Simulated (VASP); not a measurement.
Runs of VASP 6.6.1 on Sn. The structure is that of space group Im-3m (No. 229), or close to it. The cells are those of the table. 

```tsv
task	cell	k mesh	cutoff (eV)	smearing	gap on the mesh (eV)	pressure (GPa)
single point	a = 3.243 Å, angles 109.5°, 1 atom	22 × 22 × 22	520	gaussian 0.15 eV	none	(a)
single point	a = 3.170 Å, angles 109.5°, 1 atom	16 × 16 × 16	520	gaussian 0.1 eV	none	4.2
single point	a = 3.243 Å, angles 109.5°, 1 atom	16 × 16 × 16	520	gaussian 0.1 eV	none	-0.1
single point	a = 3.243 Å, angles 109.5°, 1 atom	24 × 24 × 24	520	gaussian 0.15 eV	none	-0.2
relaxation of cell and atoms	relaxed from a = 3.282 Å, angles 109.5°, 1 atom	16 × 16 × 16	600	gaussian 0.1 eV	none	0.0
```

Alike in all rows: level PBEsol; potentials or basis VASP PAW PBE potentials, release 64 (Sn_d); no spin polarisation.

Fill in the values left out.

(a) -0.4.

Caveats: the PAW data sets were made with another functional, which shifts forces and pressure a little; spin-orbit coupling is left out, which moves the levels of the heavy elements.

A k mesh can miss the band edges, and the runs leave out spin-orbit coupling on Sn.

A gap of «none» marks levels without a gap at the run's occupations.
